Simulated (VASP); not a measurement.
A run of VASP 6.6.1:

INCAR

```
  ALGO = Normal
  EDIFF = 1E-6
  ENCUT = 520
  GGA = PS
  ISIF = 2
  ISMEAR = -1
  LASPH = True
  LCHARG = False
  LREAL = False
  LWAVE = False
  NBANDS = 30
  NELM = 60
  PREC = Accurate
  SIGMA = 0.08
```

The input KPOINTS:

```
k-points
0
Gamma
  11 11 3
```

File POSCAR:

```
La
1.0
    3.2266099960      0.0000000000      0.0000000000
   -1.6133049980      2.7943262246      0.0000000000
    0.0000000000      0.0000000000     10.4597720830
La
4
Direct
    0.0000000000      0.0000000000      0.0000000000
    0.0000000000      0.0000000000      0.5000000000
    0.3333333333      0.6666666667      0.2500000000
    0.6666666667      0.3333333333      0.7500000000
```

Potentials or basis: VASP PAW PBE potentials, release 64 (La).

Run with:

```sh
$ cat potpaw_PBE.64/La/POTCAR > POTCAR
$ mpirun -np 1 vasp_std > vasp.out
```

Hardware: 1 thread of Intel(R) Xeon(R) 6975P-C (Granite Rapids) (shared host).

Question: Estimate the wall time of this run.

Answer: Run time: 64 s on 1 thread of Intel(R) Xeon(R) 6975P-C (Granite Rapids), with other jobs on the host, peak memory 0.24 GiB. Counts: scf iterations 16, k points 32.
